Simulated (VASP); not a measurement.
SbO6, 7 atoms in the cell. It takes space group I4/mmm (No. 139, tetragonal). Conventional cell: a = 5.830 Å, b = 5.830 Å, c = 5.867 Å, α = 90.00°, β = 90.00°, γ = 90.00°. Within 3.0 Å of Sb (site symmetry 4/mmm) lie 6 O at 2.26 to 2.28 Å. O (site symmetry m2m) has 1 O at 1.31 Å within 1.8 Å. O (site symmetry 4mm) has 1 O at 1.30 Å within 1.7 Å. 

```yaml
Program: VASP 6.6.1
Task: single point
Functional: PBE
Potentials_or_basis: VASP PAW PBE potentials, release 64 (Sb, O)
Cutoff: 520 eV
k_mesh: 4 × 4 × 4
Occupations: gaussian, width 0.1 eV
Spin: no spin polarisation
Dipole_correction: no
Further_INCAR_settings: ALGO = Normal; EDIFF = 1e-06; NBANDS = 30
```

Potentials or basis: VASP PAW PBE potentials, release 64 (Sb, O).

Command:

```bash
$ cat potpaw_PBE.64/Sb/POTCAR potpaw_PBE.64/O/POTCAR > POTCAR
$ mpirun -np 1 vasp_std > vasp.out
```

Hardware: 1 thread of Intel(R) Xeon(R) Platinum 8488C (Sapphire Rapids) (shared host).

Question: Estimate the wall time of this run.

Answer: Run time: 55 s on 1 thread of Intel(R) Xeon(R) Platinum 8488C (Sapphire Rapids), with other jobs on the host, peak memory 0.24 GiB. Counts: scf iterations 17, k points 13.
